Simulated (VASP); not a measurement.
C:

```xyz
2
Lattice="1.2280 0.7090 3.3470 -1.2280 0.7090 3.3470 0.0000 -1.4180 3.3470" Properties=species:S:1:pos:R:3 pbc="T T T"
C     0.0000    0.0000    8.3943
C     0.0000    0.0000    1.6467
```

Program: VASP 6.6.1. Alike in all runs: task single point; no spin polarisation; cell as given; k mesh 14 × 14 × 14; cutoff (eV) 600; smearing methfessel-paxton 0.05 eV.

**Question.** Order these runs on this cell by their pressure, lowest first.
A. level PBEsol; potentials or basis VASP PAW PBE potentials, release 64 (C)
B. level LDA; potentials or basis VASP PAW LDA potentials, release 64 (C)
C. level BLYP; potentials or basis VASP PAW PBE potentials, release 64 (C)

**Answer.** B (-3.8 GPa), A (1.4 GPa), C (7.0 GPa).

Caveats: the PAW data sets were made with another functional, which shifts forces and pressure a little (some runs).
